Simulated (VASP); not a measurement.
Input of a VASP 6.6.1 run:

INCAR

```
SYSTEM = MgS
PREC     = Accurate       ! precision mode
ENCUT    = 520            ! plane-wave cutoff, eV
EDIFF    = 1E-6           ! SCF threshold, eV
ISMEAR   = 0              ! smearing method
SIGMA    = 0.05           ! smearing width, eV
LREAL    = .False.        ! projectors in reciprocal space
LASPH    = .True.         ! aspherical terms in the spheres
NELM     = 60             ! most SCF steps
ALGO     = Normal         ! electronic algorithm
ISIF     = 2              ! what is computed and relaxed
LWAVE    = .False.        ! write WAVECAR
LCHARG   = .False.        ! write CHGCAR
GGA      = PS             ! functional
NBANDS   = 16             ! bands
```

File KPOINTS:

```
Automatic mesh
0
Gamma
  9 9 4
  0 0 0
```

File POSCAR:

```
MgS
1.0
    3.9084569647      0.0000000000      0.0000000000
   -1.9542284824      3.3848230211      0.0000000000
    0.0000000000      0.0000000000      6.8542670657
Mg S
2 2
Direct
    0.6666666667      0.3333333333      0.4957548500
    0.3333333333      0.6666666667      0.9957548500
    0.3333333333      0.6666666667      0.3792441500
    0.6666666667      0.3333333333      0.8792441500
```

Potentials or basis: VASP PAW PBE potentials, release 64 (Mg, S).

The run is started by

```console
$ cat potpaw_PBE.64/Mg/POTCAR potpaw_PBE.64/S/POTCAR > POTCAR
$ mpirun -np 1 vasp_std > vasp.out
```

Estimate the band gap on the k mesh.

3.24 eV.

Predict the pressure.

0.5 GPa.

Forces on the atoms (eV/Å):
```
Mg   0.000  0.000  0.555
Mg   0.000  0.000  0.555
S    0.000  0.000 -0.555
S    0.000  0.000 -0.555
```

Caveat: the PAW data sets were made with another functional, which shifts forces and pressure a little; an odd mesh through Γ misses points on the zone boundary, where band edges can lie.
